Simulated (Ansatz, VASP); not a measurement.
## C: VASP beside Ansatz

The input INCAR:

```
SYSTEM = C
ALGO = Normal
EDIFF = 1E-6
ENCUT = 520
GGA = PS
ISIF = 2
ISMEAR = -1
LASPH = .True.
LCHARG = .False.
LREAL = .False.
LWAVE = .False.
NBANDS = 11
NELM = 80
PREC = Accurate
SIGMA = 0.15
```

File KPOINTS:

```
k-points
0
Gamma
  14 14 9
  0 0 0
```

The input POSCAR:

```
C
1.0
    2.1273200000     -1.2282820000      0.0000000000
    2.1273200000      1.2282820000      0.0000000000
   -1.3790700000      0.0000000000      3.5028300000
C
2
Direct
    0.8333560000      0.8333560000      0.0000930000
    0.1666440000      0.1666440000      0.9999070000
```

Input for Ansatz:

```yaml
crystal:
  lattice:
    - [2.12732, -1.228282, 0.0]
    - [2.12732, 1.228282, 0.0]
    - [-1.37907, 0.0, 3.50283]
  atoms:
    - { symbol: C, position: [0.833356, 0.833356, 9.3e-05] }
    - { symbol: C, position: [0.166644, 0.166644, 0.999907] }
basis:
  ecutwfc: 420.0
kpoints:
  mp_grid:
    grid: [14, 14, 9]
hamiltonian:
  xc: pbesol
  pseudopotentials:
    kind: paw
scf:
  occupations:
    method: fermi_dirac
    width: 0.15
output:
  stress: true
```

Alike in both runs: task single point; functional PBEsol; k mesh 14 × 14 × 9; occupations fermi-dirac, width 0.15 eV; no spin polarisation.

```csv
,VASP,Ansatz
version,VASP 6.6.1,Ansatz 0.2.0
potentials or method,"VASP PAW PBE potentials, release 64 (C), cutoff 520 eV","plane waves, PAW"
valence electrons in the cell,8,8
```

```csv
,VASP,Ansatz,Ansatz less VASP
pressure (GPa),1.5,0.9,-0.63
"traceless stress, the component that is largest in VASP (GPa)",-1.20,-0.46,+0.733
```

VASP's potentials were made for PBE, not for PBEsol. The functional is the same, so the differences come from potentials, cutoffs and numerics.
